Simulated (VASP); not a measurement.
# Rh (Im-3m) in VASP: single point with r2SCAN

Aim: the single point of Rh with r2SCAN.

All numbers are computed with VASP 6.6.1; they aren't measurements. Logs are shortened: lines on timing, memory, paths and dates and some standing lists are left out, and cuts for length are marked.

## 1. The cell of the first run

Symmetry: Im-3m, No. 229, cubic system. Conventional cell: a = 2.975 Å, b = 2.975 Å, c = 2.975 Å, α = 90.00°, β = 90.00°, γ = 90.00°. Rh (site symmetry m-3m) has 14 Rh at 2.58 to 2.97 Å within 3.4 Å.

This isn't the form of Rh at room conditions, which is fcc.

## 2. Single point, r2SCAN, collinear spin, ferromagnetic start (13.16 Å³/atom)

POSCAR

```
Rh
1.0
   -1.4872871253      1.4872871253      1.4872871253
    1.4872871253     -1.4872871253      1.4872871253
    1.4872871253      1.4872871253     -1.4872871253
Rh
1
Direct
    0.0000000000      0.0000000000      0.0000000000
```

INCAR.step1

```
PREC = Accurate ; ENCUT = 680
ISMEAR = -1 ; SIGMA = 0.05
LREAL = False ; LASPH = True
NELM = 200 ; ISPIN = 2
MAGMOM = 0.873 ; LMAXMIX = 4
NBANDS = 18 ; GGA = PE
ALGO = Normal ; EDIFF = 1E-5
LWAVE = True ; LCHARG = False
GGA_COMPAT = False
```

INCAR.step2

```
PREC = Accurate ; ENCUT = 680
EDIFF = 1E-6 ; ISMEAR = -1
SIGMA = 0.05 ; LREAL = False
LASPH = True ; NELM = 200
ALGO = Normal ; ISIF = 2
LWAVE = False ; LCHARG = False
ISPIN = 2 ; MAGMOM = 0.873
LORBIT = 11 ; LMAXMIX = 4
METAGGA = R2SCAN ; LMIXTAU = True
NBANDS = 18 ; ISTART = 1
GGA_COMPAT = False
```

KPOINTS

```
regular mesh
0
Gamma
  16 16 16
```

Potentials or basis: VASP PAW PBE potentials, release 64 (Rh_sv_GW).

On the command line:

```sh
$ cat potpaw_PBE.64/Rh_sv_GW/POTCAR > POTCAR
$ cp INCAR.step1 INCAR
$ mpirun -np 1 vasp_std > vasp.out
$ cp INCAR.step2 INCAR
$ mpirun -np 1 vasp_std > vasp.out
```

OUTCAR:

```text
PREC = Accurate
   ENCUT = 680
   EDIFF = 1E-6
   ISMEAR = -1
   LREAL = False
   LASPH = True
   NELM = 200
   ISIF = 2
   ISPIN = 2
   LORBIT = 11
   METAGGA = R2SCAN
   ISTART = 1

 ion  position               nearest neighbor table
   1  0.000  0.000  0.000-

  LATTYP: Found a body centered cubic cell.
 ALAT       =     2.9745742506

  Lattice vectors:

 A1 = (  -1.4872871253,   1.4872871253,   1.4872871253)
 A2 = (   1.4872871253,  -1.4872871253,   1.4872871253)
 A3 = (   1.4872871253,   1.4872871253,  -1.4872871253)

Analysis of symmetry for initial positions (statically):
=====================================================================
 Subroutine PRICEL returns:
 Original cell was already a primitive cell.

 Routine SETGRP: Setting up the symmetry group for a
 body centered cubic supercell.

 Subroutine GETGRP returns: Found 48 space group operations
 (whereof 48 operations were pure point group operations)
 out of a pool of 48 trial point group operations.

The static configuration has the point symmetry O_h .

Analysis of symmetry for dynamics (positions and initial velocities):
=====================================================================
 Subroutine PRICEL returns:
 Original cell was already a primitive cell.

 Routine SETGRP: Setting up the symmetry group for a
 body centered cubic supercell.

 Subroutine GETGRP returns: Found 48 space group operations
 (whereof 48 operations were pure point group operations)
 out of a pool of 48 trial point group operations.

The dynamic configuration has the point symmetry O_h .

Analysis of structural, dynamic, and magnetic symmetry:
=====================================================================
 Subroutine PRICEL returns:
 Original cell was already a primitive cell.

 Routine SETGRP: Setting up the symmetry group for a
 body centered cubic supercell.

 Subroutine GETGRP returns: Found 48 space group operations
 (whereof 48 operations were pure point group operations)
 out of a pool of 48 trial point group operations.

The overall configuration has the point symmetry O_h .

 Subroutine INISYM returns: Found 48 space group operations
 (whereof 48 operations are pure point group operations),
 and found     1 'primitive' translations

----------------------------------------------------------------------------------------

                                     Primitive cell

  volume of cell :      13.1597

  direct lattice vectors                    reciprocal lattice vectors
    -1.487287125  1.487287125  1.487287125     0.000000000  0.336182565  0.336182565
     1.487287125 -1.487287125  1.487287125     0.336182565  0.000000000  0.336182565
     1.487287125  1.487287125 -1.487287125     0.336182565  0.336182565  0.000000000

  length of vectors
     2.576056866  2.576056866  2.576056866     0.475433942  0.475433942  0.475433942

  position of ions in fractional coordinates (direct lattice)
     0.000000000  0.000000000  0.000000000

  ion indices of the primitive-cell ions
   primitive index   ion index
                 1           1

----------------------------------------------------------------------------------------

 KPOINTS: regular mesh

Automatic generation of k-mesh.
 Grid dimensions read from file:
 generate k-points for:   16   16   16

 Generating k-lattice:

  Cartesian coordinates                     Fractional coordinates (reciprocal lattice)
     0.000000000  0.021011410  0.021011410     0.062500000  0.000000000  0.000000000
     0.021011410  0.000000000  0.021011410     0.000000000  0.062500000  0.000000000
     0.021011410  0.021011410  0.000000000     0.000000000  0.000000000  0.062500000

  Length of vectors
     0.029714621  0.029714621  0.029714621

  Shift w.r.t. Gamma in fractional coordinates (k-lattice)
     0.000000000  0.000000000  0.000000000

 Subroutine IBZKPT returns following result:
 ===========================================

 Found    145 irreducible k-points:

 Following reciprocal coordinates:
            Coordinates               Weight
  0.000000  0.000000  0.000000      1.000000
  0.062500  0.000000  0.000000     12.000000
  0.125000  0.000000  0.000000     12.000000
  0.187500  0.000000  0.000000     12.000000
  0.250000  0.000000  0.000000     12.000000
  0.312500  0.000000  0.000000     12.000000
[... 16 lines left out ...]
  0.187500  0.187500  0.000000     24.000000
  0.250000  0.187500 -0.000000     48.000000
 [... further k-points ...]
   k-points           NKPTS =    145   k-points in BZ     NKDIM =    145   number of bands    NBANDS=     18
   number of dos      NEDOS =    301   number of ions     NIONS =      1
   total plane-waves  NPLWV =  13824
   dimension x,y,z NGX =    24 NGY =   24 NGZ =   24
   dimension x,y,z NGXF=    48 NGYF=   48 NGZF=   48
   ions per type =               1
   NGX,Y,Z   is equivalent  to a cutoff of  15.49, 15.49, 15.49 a.u.
   NGXF,Y,Z  is equivalent  to a cutoff of  30.98, 30.98, 30.98 a.u.
 SYSTEM =  unknown system
   PREC   = accura    normal or accurate (medium, high low for compatibility)
   ISTART =      1    job   : 0-new  1-cont  2-samecut
   ICHARG =      0    charge: 1-file 2-atom 10-const
   ISPIN  =      2    spin polarized calculation?
   LNONCOLLINEAR =      F non collinear calculations
   LSORBIT =      F    spin-orbit coupling
   LASPH  =      T    aspherical Exc in radial PAW
   ENCUT  =  680.0 eV  49.98 Ry    7.07 a.u.   5.48  5.48  5.48*2*pi/ulx,y,z
   NELM   =    200;   NELMIN=  2; NELMDL=  0     # of ELM steps
   EDIFF  = 0.1E-05   stopping-criterion for ELM
   LREAL  =      F    real-space projection
   EDIFFG = 0.1E-04   stopping-criterion for IOM
   NSW    =      0    number of steps for IOM
   IBRION =     -1    ionic relax: 0-MD 1-quasi-New 2-CG
   NFREE  =      0    steps in history (QN), initial steepest desc. (CG)
   ISIF   =      2    stress and relaxation
   ISYM   =      2    0-nonsym 1-usesym 2-fastsym
   POTIM  = 0.5000    time-step for ionic-motion
   TEBEG  =    0.0;   TEEND  =   0.0 temperature during run
   PSTRESS=    0.0 pullay stress
   NELECT =      17.0000    total number of electrons
   NUPDOWN=      -1.0000    fix difference up-down
   EMIN   =  10.00;   EMAX   =-10.00  energy-range for DOS
   EFERMI =   0.00;   METHOD = LEGACY
   ISMEAR =    -1;   SIGMA  =   0.05  broadening in eV -4-tet -1-fermi 0-gaus
   EFERMI_NEDOS =   21; number of points for ismear=-14 and -15
   IALGO  =     38    algorithm
   IMIX   =      4    mixing-type and parameters
     AMIX     =   0.40;   BMIX     =  1.00
     AMIX_MAG =   1.60;   BMIX_MAG =  1.00
  volume/ion in A,a.u.               =      13.16        88.81
  Fermi-wavevector in a.u.,A,eV,Ry     =   1.782966  3.369317 43.252468  3.178967
  Thomas-Fermi vector in A             =   2.847249
   LORBIT       =     11    0 simple, 1 ext, 2 COOP (PROOUT), +10 PAW based schemes
   METAGGA = R2SCAN    functional components
   LHFCALC =     F    Hartree Fock is set to
   AEXX    =    0.0000 exact exchange contribution
   IVDW    =     0    specifies the selected vdW correction
   LEPSILON=     F    determine dielectric tensor
   LRPA    =     F    only Hartree local field effects (RPA)
 spin polarized calculation
  energy-cutoff  :      680.00
  volume of cell :       13.16
 maximum number of plane-waves:       555
 NGX is ok and might be reduce to    24
   NGX = 11   NGY = 11   NGZ = 11

 number of electron      16.9999998 magnetization       0.6699850

 Free energy of the ion-electron system (eV)
  ---------------------------------------------------
  ext. energy  EPLUGINS =         0.00000000
  ---------------------------------------------------
  free energy    TOTEN  =       -22.89215327 eV

  energy without entropy =      -22.88267354  energy(sigma->0) =      -22.88741340

 E-fermi :  11.4095     XC(G=0): -15.5917

 val. band max:       11.4088490316   @ k =   0.3750   0.1250   0.1250
 cond. band min:      11.4167491408   @ k =   0.1875   0.0625   0.0000
 fundamental gap:      0.0079001092
 Fermi energy:        11.4094832383

 spin component 1

 k-point     1 :       0.0000    0.0000    0.0000
  band No.  band energies     occupation
      1     -70.0684      1.00000
      2     -36.6596      1.00000
      3     -36.6596      1.00000
      4     -36.6596      1.00000
      5       3.0023      1.00000
      6       7.7519      1.00000
[... 10 lines left out ...]
     17      44.8527      0.00000
     18      44.8527      0.00000

 k-point     2 :       0.0625    0.0000    0.0000
  band No.  band energies     occupation
      1     -70.0624      1.00000
      2     -36.6955      1.00000
      3     -36.6713      1.00000
      4     -36.6597      1.00000
      5       3.1826      1.00000
      6       7.6772      1.00000
[... 10 lines left out ...]
     17      44.7307      0.00000
     18      46.7943      0.00000
[... 442 lines left out ...]
 k-point    24 :       0.2500    0.1875   -0.0000
  band No.  band energies     occupation
      1     -69.9275      1.00000
      2     -37.3692      1.00000
      3     -36.9550      1.00000
      4     -36.7363      1.00000
      5       5.6603      1.00000
      6       6.5782      1.00000
[... 10 lines left out ...]
     17      45.0649      0.00000
     18      47.2251      0.00000

 [... further k-points ...]

 spin component 2

 k-point     1 :       0.0000    0.0000    0.0000
  band No.  band energies     occupation
      1     -69.3551      1.00000
      2     -35.8950      1.00000
      3     -35.8950      1.00000
      4     -35.8950      1.00000
      5       2.9524      1.00000
      6       8.1935      1.00000
[... 10 lines left out ...]
     17      45.5141      0.00000
     18      45.5141      0.00000

 k-point     2 :       0.0625    0.0000    0.0000
  band No.  band energies     occupation
      1     -69.3489      1.00000
      2     -35.9320      1.00000
      3     -35.9070      1.00000
      4     -35.8951      1.00000
      5       3.1337      1.00000
      6       8.1156      1.00000
[... 10 lines left out ...]
     17      45.1713      0.00000
     18      47.3025      0.00000
[... 442 lines left out ...]
 k-point    24 :       0.2500    0.1875   -0.0000
  band No.  band energies     occupation
      1     -69.2110      1.00000
      2     -36.6266      1.00000
      3     -36.1993      1.00000
      4     -35.9743      1.00000
      5       5.9644      1.00000
      6       7.0294      1.00000
[... 10 lines left out ...]
     17      45.3795      0.00000
     18      47.6456      0.00000

 [... further k-points ...]

------------------------ aborting loop because EDIFF is reached ----------------------------------------

  FORCE on cell =-STRESS in cart. coord.  units (eV):
  Direction    XX          YY          ZZ          XY          YZ          ZX
  --------------------------------------------------------------------------------------
  -------------------------------------------------------------------------------------
  Total        1.9341468      1.9341468      1.9341468      0.0000000      0.0000000      0.0000000
  in kB      235.4808318    235.4808318    235.4808318      0.0000000      0.0000000      0.0000000
  external PRESSURE =     235.4808318 kB  Pullay stress =       0.0000000 kB

 VOLUME and BASIS-vectors are now :
 -----------------------------------------------------------------------------
  energy-cutoff  :      680.00
  volume of cell :       13.16
      direct lattice vectors                 reciprocal lattice vectors
    -1.487287125  1.487287125  1.487287125     0.000000000  0.336182565  0.336182565
     1.487287125 -1.487287125  1.487287125     0.336182565  0.000000000  0.336182565
     1.487287125  1.487287125 -1.487287125     0.336182565  0.336182565  0.000000000

 POSITION                                       TOTAL-FORCE (eV/Angst)
 -----------------------------------------------------------------------------------
      0.00000      0.00000      0.00000        -0.000000      0.000000     -0.000000
 -----------------------------------------------------------------------------------
    total drift:                               -0.000000      0.000000      0.000000

  FREE ENERGIE OF THE ION-ELECTRON SYSTEM (eV)
  ---------------------------------------------------
  free  energy   TOTEN  =       -22.8921532666 eV

  energy  without entropy=      -22.8826735420  energy(sigma->0) =      -22.88741340

 total charge

# of ion       s       p       d       f       tot
--------------------------------------------------
    1        2.208   6.233   6.572   0.030  15.043

 magnetization (x)

# of ion       s       p       d       f       tot
--------------------------------------------------
    1        0.003  -0.012   0.685   0.000   0.675
```

Run time: 11 min. Hardware: 1 thread of AMD EPYC 7R43 (Zen 3), shared host; peak memory 0.19 GiB.

What came out:

| Property | Result |
| --- | --- |
| Free energy | -22.8922 eV |
| Pressure | 23.5 GPa |
| Net moment | 0.67 μB per cell |
| Site moments | Rh +0.68 μB |
| Valence electrons inside the program's atomic spheres | Rh 15.04 |

Caveat: the cell stands under pressure; the PAW data sets were made with another functional, which shifts forces and pressure a little.
